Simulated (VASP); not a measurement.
# SnTe (P6_3mc) in VASP: further runs

Runs on SnTe. Level: r2SCAN. Tasks: single point.

Everything below comes from runs of VASP 6.6.1. Logs are shortened: lines on timing, memory, paths and dates and some standing lists are left out, and cuts for length are marked.

**1. The cell of the first run**

Symmetry: P6_3mc, No. 186, hexagonal system. Conventional cell: a = 5.397 Å, b = 5.397 Å, c = 6.488 Å, α = 90.00°, β = 90.00°, γ = 120.00°. Within 4.0 Å of Sn (site symmetry 3m) lie 5 Te at 3.03 to 3.46 Å. Te (site symmetry 3m) has 5 Sn at 3.03 to 3.46 Å within 4.0 Å.

**2. Single point, r2SCAN**

POSCAR

```
SnTe
1.0
    5.3967552201      0.0000000000      0.0000000000
   -2.6983776101      4.6737271186      0.0000000000
    0.0000000000      0.0000000000      6.4878041079
Sn Te
2 2
Direct
    0.3333333333      0.6666666667     -0.0459806368
    0.6666666667      0.3333333333      0.4540193632
    0.3333333333      0.6666666667      0.4209806368
    0.6666666667      0.3333333333      0.9209806368
```

INCAR.step1

```
SYSTEM = SnTe
PREC = Accurate
ENCUT = 520
ISMEAR = 0
SIGMA = 0.01
LREAL = .False.
LASPH = .True.
NELM = 100
NBANDS = 28
GGA = PE
ALGO = Normal
EDIFF = 1E-4
LWAVE = .True.
LCHARG = .False.
```

INCAR.step2

```
SYSTEM = SnTe
PREC = Accurate
ENCUT = 520
EDIFF = 1E-6
ISMEAR = 0
SIGMA = 0.01
LREAL = .False.
LASPH = .True.
NELM = 100
ALGO = Normal
ISIF = 2
LWAVE = .False.
LCHARG = .True.
METAGGA = R2SCAN
LMIXTAU = .True.
LELF = .True.
LVHAR = .True.
NBANDS = 28
ISTART = 1
```

KPOINTS

```
regular mesh
0
Gamma
  6 6 4
  0 0 0
```

Potentials or basis: VASP PAW PBE potentials, release 64 (Sn_d, Te).

Started as:

```console
cat potpaw_PBE.64/Sn_d/POTCAR potpaw_PBE.64/Te/POTCAR > POTCAR
cp INCAR.step1 INCAR
mpirun -np 1 vasp_std > vasp.out
cp INCAR.step2 INCAR
mpirun -np 1 vasp_std > vasp.out
```

OUTCAR:

```text
SYSTEM = SnTe
   PREC = Accurate
   ENCUT = 520
   EDIFF = 1E-6
   ISMEAR = 0
   LREAL = .False.
   LASPH = .True.
   NELM = 100
   ISIF = 2
   METAGGA = R2SCAN
   ISTART = 1

 ion  position               nearest neighbor table
   1  0.333  0.667  0.954-   3 3.03   4 3.12   4 3.12   4 3.12   3 3.46
   2  0.667  0.333  0.454-   4 3.03   3 3.12   3 3.12   3 3.12   4 3.46
   3  0.333  0.667  0.421-   1 3.03   2 3.12   2 3.12   2 3.12   1 3.46
   4  0.667  0.333  0.921-   2 3.03   1 3.12   1 3.12   1 3.12   2 3.46

  LATTYP: Found a hexagonal cell.
 ALAT       =     5.3967552201
 C/A-ratio  =     1.2021675698

  Lattice vectors:

 A1 = (   5.3967552201,   0.0000000000,   0.0000000000)
 A2 = (  -2.6983776101,   4.6737271186,   0.0000000000)
 A3 = (   0.0000000000,   0.0000000000,   6.4878041079)

Analysis of symmetry for initial positions (statically):
=====================================================================
 Subroutine PRICEL returns:
 Original cell was already a primitive cell.

 Routine SETGRP: Setting up the symmetry group for a
 hexagonal supercell.

 Subroutine GETGRP returns: Found 12 space group operations
 (whereof  6 operations were pure point group operations)
 out of a pool of 24 trial point group operations.

The static configuration has the point symmetry C_3v.
 The point group associated with its full space group is C_6v.

Analysis of symmetry for dynamics (positions and initial velocities):
=====================================================================
 Subroutine PRICEL returns:
 Original cell was already a primitive cell.

 Routine SETGRP: Setting up the symmetry group for a
 hexagonal supercell.

 Subroutine GETGRP returns: Found 12 space group operations
 (whereof  6 operations were pure point group operations)
 out of a pool of 24 trial point group operations.

The dynamic configuration has the point symmetry C_3v.
 The point group associated with its full space group is C_6v.

 Subroutine INISYM returns: Found 12 space group operations
 (whereof  6 operations are pure point group operations),
 and found     1 'primitive' translations

----------------------------------------------------------------------------------------

                                     Primitive cell

  volume of cell :     163.6416

  direct lattice vectors                    reciprocal lattice vectors
     5.396755220  0.000000000  0.000000000     0.185296527  0.106981000  0.000000000
    -2.698377610  4.673727119  0.000000000     0.000000000  0.213962000  0.000000000
     0.000000000  0.000000000  6.487804108     0.000000000  0.000000000  0.154135357

  length of vectors
     5.396755220  5.396755220  6.487804108     0.213962000  0.213962000  0.154135357

  position of ions in fractional coordinates (direct lattice)
     0.333333333  0.666666667  0.954019363
     0.666666667  0.333333333  0.454019363
     0.333333333  0.666666667  0.420980637
     0.666666667  0.333333333  0.920980637

  ion indices of the primitive-cell ions
   primitive index   ion index
                 1           1
                 2           2
                 3           3
                 4           4

----------------------------------------------------------------------------------------

 KPOINTS: regular mesh

Automatic generation of k-mesh.
 Grid dimensions read from file:
 generate k-points for:    6    6    4

 Generating k-lattice:

  Cartesian coordinates                     Fractional coordinates (reciprocal lattice)
     0.030882755  0.017830167  0.000000000     0.166666667  0.000000000  0.000000000
     0.000000000  0.035660333  0.000000000     0.000000000  0.166666667  0.000000000
     0.000000000  0.000000000  0.038533839     0.000000000  0.000000000  0.250000000

  Length of vectors
     0.035660333  0.035660333  0.038533839

  Shift w.r.t. Gamma in fractional coordinates (k-lattice)
     0.000000000  0.000000000  0.000000000

 Subroutine IBZKPT returns following result:
 ===========================================

 Found     21 irreducible k-points:

 Following reciprocal coordinates:
            Coordinates               Weight
  0.000000  0.000000  0.000000      1.000000
  0.166667  0.000000  0.000000      6.000000
  0.333333  0.000000  0.000000      6.000000
  0.500000  0.000000  0.000000      3.000000
  0.166667  0.166667  0.000000      6.000000
  0.333333  0.166667  0.000000     12.000000
[... 13 lines left out ...]
  0.333333  0.166667  0.500000     12.000000
  0.333333  0.333333  0.500000      2.000000
   k-points           NKPTS =     21   k-points in BZ     NKDIM =     21   number of bands    NBANDS=     28
   number of dos      NEDOS =    301   number of ions     NIONS =      4
   total plane-waves  NPLWV =  76800
   dimension x,y,z NGX =    40 NGY =   40 NGZ =   48
   dimension x,y,z NGXF=    80 NGYF=   80 NGZF=   96
   ions per type =               2   2
   NGX,Y,Z   is equivalent  to a cutoff of  12.32, 12.32, 12.30 a.u.
   NGXF,Y,Z  is equivalent  to a cutoff of  24.64, 24.64, 24.60 a.u.
 SYSTEM =  SnTe
   PREC   = accura    normal or accurate (medium, high low for compatibility)
   ISTART =      1    job   : 0-new  1-cont  2-samecut
   ICHARG =      0    charge: 1-file 2-atom 10-const
   ISPIN  =      1    spin polarized calculation?
   LNONCOLLINEAR =      F non collinear calculations
   LSORBIT =      F    spin-orbit coupling
   LASPH  =      T    aspherical Exc in radial PAW
   ENCUT  =  520.0 eV  38.22 Ry    6.18 a.u.  10.03 10.03 12.06*2*pi/ulx,y,z
   NELM   =    100;   NELMIN=  2; NELMDL=  0     # of ELM steps
   EDIFF  = 0.1E-05   stopping-criterion for ELM
   LREAL  =      F    real-space projection
   EDIFFG = 0.1E-04   stopping-criterion for IOM
   NSW    =      0    number of steps for IOM
   IBRION =     -1    ionic relax: 0-MD 1-quasi-New 2-CG
   NFREE  =      0    steps in history (QN), initial steepest desc. (CG)
   ISIF   =      2    stress and relaxation
   ISYM   =      2    0-nonsym 1-usesym 2-fastsym
   POTIM  = 0.5000    time-step for ionic-motion
   TEBEG  =    0.0;   TEEND  =   0.0 temperature during run
   PSTRESS=    0.0 pullay stress
   NELECT =      40.0000    total number of electrons
   NUPDOWN=      -1.0000    fix difference up-down
   EMIN   =  10.00;   EMAX   =-10.00  energy-range for DOS
   EFERMI =   0.00;   METHOD = LEGACY
   ISMEAR =     0;   SIGMA  =   0.01  broadening in eV -4-tet -1-fermi 0-gaus
   EFERMI_NEDOS =   21; number of points for ismear=-14 and -15
   IALGO  =     38    algorithm
   IMIX   =      4    mixing-type and parameters
     AMIX     =   0.40;   BMIX     =  1.00
     AMIX_MAG =   1.60;   BMIX_MAG =  1.00
  volume/ion in A,a.u.               =      40.91       276.08
  Fermi-wavevector in a.u.,A,eV,Ry     =   1.023600  1.934323 14.255596  1.047757
  Thomas-Fermi vector in A             =   2.157342
   LORBIT       =      0    0 simple, 1 ext, 2 COOP (PROOUT), +10 PAW based schemes
   METAGGA = R2SCAN    functional components
   LHFCALC =     F    Hartree Fock is set to
   AEXX    =    0.0000 exact exchange contribution
   IVDW    =     0    specifies the selected vdW correction
   LEPSILON=     F    determine dielectric tensor
   LRPA    =     F    only Hartree local field effects (RPA)
 non-spin polarized calculation
 Gauss-broadening in eV      SIGMA  =   0.01
  energy-cutoff  :      520.00
  volume of cell :      163.64
 maximum number of plane-waves:      4428
   NGX = 21   NGY = 21   NGZ = 25

 number of electron      39.9999998 magnetization

 Free energy of the ion-electron system (eV)
  ---------------------------------------------------
  ext. energy  EPLUGINS =         0.00000000
  ---------------------------------------------------
  free energy    TOTEN  =      -100.77283169 eV

  energy without entropy =     -100.77283169  energy(sigma->0) =     -100.77283169

 E-fermi :   4.3292     XC(G=0):  -8.5699

 val. band max:        4.2083507293   @ k =   0.3333   0.3333   0.5000
 cond. band min:       4.8538727083   @ k =   0.1667   0.0000   0.0000
 fundamental gap:      0.6455219791
 Fermi energy:         4.3291660091

 k-point     1 :       0.0000    0.0000    0.0000
  band No.  band energies     occupation
      1     -18.3097      2.00000
      2     -18.3096      2.00000
      3     -18.3094      2.00000
      4     -18.3093      2.00000
      5     -18.3034      2.00000
      6     -18.2901      2.00000
[... 20 lines left out ...]
     27       9.2847      0.00000
     28       9.2847      0.00000

 k-point     2 :       0.1667    0.0000    0.0000
  band No.  band energies     occupation
      1     -18.3112      2.00000
      2     -18.3096      2.00000
      3     -18.3095      2.00000
      4     -18.3086      2.00000
      5     -18.3010      2.00000
      6     -18.2903      2.00000
[... 20 lines left out ...]
     27       9.0087      0.00000
     28       9.3747      0.00000

 k-point     3 :       0.3333    0.0000    0.0000
  band No.  band energies     occupation
      1     -18.3131      2.00000
      2     -18.3103      2.00000
      3     -18.3090      2.00000
      4     -18.3074      2.00000
      5     -18.2972      2.00000
      6     -18.2911      2.00000
[... 20 lines left out ...]
     27       8.8170      0.00000
     28       9.7205      0.00000

 k-point     4 :       0.5000    0.0000    0.0000
  band No.  band energies     occupation
      1     -18.3137      2.00000
      2     -18.3107      2.00000
      3     -18.3087      2.00000
      4     -18.3069      2.00000
      5     -18.2949      2.00000
      6     -18.2920      2.00000
[... 20 lines left out ...]
     27       8.9827      0.00000
     28       9.2407      0.00000

 k-point     5 :       0.1667    0.1667    0.0000
  band No.  band energies     occupation
      1     -18.3124      2.00000
      2     -18.3106      2.00000
      3     -18.3089      2.00000
      4     -18.3077      2.00000
      5     -18.2981      2.00000
      6     -18.2908      2.00000
[... 20 lines left out ...]
     27       9.5419      0.00000
     28       9.7459      0.00000

 k-point     6 :       0.3333    0.1667    0.0000
  band No.  band energies     occupation
      1     -18.3132      2.00000
      2     -18.3112      2.00000
      3     -18.3088      2.00000
      4     -18.3067      2.00000
      5     -18.2951      2.00000
      6     -18.2919      2.00000
[... 370 lines left out ...]
      5     -18.2947      2.00000
      6     -18.2947      2.00000
[... 20 lines left out ...]
     27       9.7253      0.00000
     28       9.7253      0.00000

 k-point    19 :       0.1667    0.1667    0.5000
  band No.  band energies     occupation
      1     -18.3105      2.00000
      2     -18.3105      2.00000
      3     -18.3087      2.00000
      4     -18.3087      2.00000
      5     -18.2952      2.00000
      6     -18.2952      2.00000
[... 20 lines left out ...]
     27      10.3737      0.00000
     28      10.3737      0.00000

 k-point    20 :       0.3333    0.1667    0.5000
  band No.  band energies     occupation
      1     -18.3108      2.00000
      2     -18.3108      2.00000
      3     -18.3080      2.00000
      4     -18.3080      2.00000
      5     -18.2948      2.00000
      6     -18.2948      2.00000
[... 20 lines left out ...]
     27       9.4841      0.00000
     28       9.4841      0.00000

 k-point    21 :       0.3333    0.3333    0.5000
  band No.  band energies     occupation
      1     -18.3108      2.00000
      2     -18.3108      2.00000
      3     -18.3077      2.00000
      4     -18.3077      2.00000
      5     -18.2947      2.00000
      6     -18.2947      2.00000
[... 20 lines left out ...]
     27       9.2148      0.00000
     28       9.2148      0.00000

------------------------ aborting loop because EDIFF is reached ----------------------------------------

  FORCE on cell =-STRESS in cart. coord.  units (eV):
  Direction    XX          YY          ZZ          XY          YZ          ZX
  --------------------------------------------------------------------------------------
  -------------------------------------------------------------------------------------
  Total       -0.0113961     -0.0113961      0.0182786      0.0000000      0.0000000      0.0000000
  in kB       -0.1115767     -0.1115767      0.1789612      0.0000000      0.0000000      0.0000000
  external PRESSURE =      -0.0147307 kB  Pullay stress =       0.0000000 kB

 VOLUME and BASIS-vectors are now :
 -----------------------------------------------------------------------------
  energy-cutoff  :      520.00
  volume of cell :      163.64
      direct lattice vectors                 reciprocal lattice vectors
     5.396755220  0.000000000  0.000000000     0.185296527  0.106981000  0.000000000
    -2.698377610  4.673727119  0.000000000     0.000000000  0.213962000  0.000000000
     0.000000000  0.000000000  6.487804108     0.000000000  0.000000000  0.154135357

 POSITION                                       TOTAL-FORCE (eV/Angst)
 -----------------------------------------------------------------------------------
     -0.00000      3.11582      6.18949         0.000000     -0.000000     -0.007471
      2.69838      1.55791      2.94559        -0.000000      0.000000     -0.007471
     -0.00000      3.11582      2.73124        -0.000000     -0.000000      0.007471
      2.69838      1.55791      5.97514         0.000000     -0.000000      0.007471
 -----------------------------------------------------------------------------------
    total drift:                               -0.000000     -0.000000      0.001232

  FREE ENERGIE OF THE ION-ELECTRON SYSTEM (eV)
  ---------------------------------------------------
  free  energy   TOTEN  =      -100.7728316908 eV

  energy  without entropy=     -100.7728316908  energy(sigma->0) =     -100.77283169
```

It took 2.8 min on 1 thread of Intel Xeon Platinum 8488C (Sapphire Rapids), shared host; peak memory 0.33 GiB.

What came out:

```yaml
Free_energy: -100.7728 eV
Pressure: 0.0 GPa
Largest_force: 0.007 eV/Å
Band_gap_on_the_k_mesh: 0.65 eV (least direct gap 0.85 eV)
```

Forces on the atoms (eV/Å):
```
Sn   0.000  0.000 -0.007
Sn   0.000  0.000 -0.007
Te   0.000  0.000  0.007
Te   0.000  0.000  0.007
```

Levels at points of the mesh, in eV from the valence-band top:
```tsv
k point	band 16	band 17	band 18	band 19	band 20	band 21	band 22	band 23	band 24	band 25
(0.00, 0.00, 0.00)	-3.59	-3.59	-2.21	-2.21	-2.20	0.67	0.67	2.40	2.40	3.66
(0.50, 0.00, 0.00)	-4.19	-3.39	-2.61	-2.33	-0.65	1.94	2.73	3.35	3.80	4.55
(0.00, 0.00, 0.50)	-2.97	-2.97	-2.97	-1.70	-1.70	1.24	1.24	1.24	1.24	2.07
(0.50, 0.00, 0.50)	-3.52	-2.26	-2.26	-0.91	-0.91	0.92	0.92	2.58	2.58	3.52
```

Caveat: the PAW data sets were made with another functional, which shifts forces and pressure a little; spin-orbit coupling is left out, which moves the levels of the heavy elements. A k mesh can miss the band edges.

**3. Single point, r2SCAN**

POSCAR is that of step 2.

INCAR.step1

```
  ALGO = Normal
  EDIFF = 1E-4
  ENCUT = 520
  GGA = PE
  ISMEAR = 0
  LASPH = True
  LCHARG = False
  LREAL = False
  LWAVE = True
  NBANDS = 28
  NELM = 60
  PREC = Accurate
  SIGMA = 0.01
```

INCAR.step2

```
  ALGO = Normal
  EDIFF = 1E-6
  ENCUT = 520
  ISIF = 2
  ISMEAR = 0
  ISTART = 1
  LASPH = True
  LCHARG = True
  LELF = True
  LMIXTAU = True
  LREAL = False
  LVHAR = True
  LWAVE = False
  METAGGA = R2SCAN
  NBANDS = 28
  NELM = 60
  PREC = Accurate
  SIGMA = 0.01
```

KPOINTS

```
k-points
0
Gamma
  6 6 4
```

Potentials or basis: VASP PAW PBE potentials, release 64 (Sn_d, Te).

Started as:

```console
cat potpaw_PBE.64/Sn_d/POTCAR potpaw_PBE.64/Te/POTCAR > POTCAR
cp INCAR.step1 INCAR
mpirun -np 1 vasp_std > vasp.out
cp INCAR.step2 INCAR
mpirun -np 1 vasp_std > vasp.out
```

It took 2.8 min on 1 thread of Intel Xeon Platinum 8488C (Sapphire Rapids), shared host; peak memory 0.34 GiB.

The run converged. Its results:

```
Free energy            : -100.7728 eV
Pressure               : 0.0 GPa
Largest force          : 0.007 eV/Å
Band gap on the k mesh : 0.65 eV (least direct gap 0.85 eV)
```

Forces on the atoms (eV/Å):
```
Sn   0.000  0.000 -0.007
Sn   0.000  0.000 -0.007
Te   0.000  0.000  0.007
Te   0.000  0.000  0.007
```

Levels at points of the mesh, in eV from the valence-band top:
```
           k point  band 16  band 17  band 18  band 19  band 20  band 21  band 22  band 23  band 24  band 25
(0.00, 0.00, 0.00)    -3.59    -3.59    -2.21    -2.21    -2.20     0.67     0.67     2.40     2.40     3.66
(0.50, 0.00, 0.00)    -4.19    -3.39    -2.61    -2.33    -0.65     1.94     2.73     3.35     3.80     4.55
(0.00, 0.00, 0.50)    -2.97    -2.97    -2.97    -1.70    -1.70     1.24     1.24     1.24     1.24     2.07
(0.50, 0.00, 0.50)    -3.52    -2.26    -2.26    -0.91    -0.91     0.92     0.92     2.58     2.58     3.52
```

Caveat: the PAW data sets were made with another functional, which shifts forces and pressure a little; spin-orbit coupling is left out, which moves the levels of the heavy elements.

(Continued in part 2 of 2.)
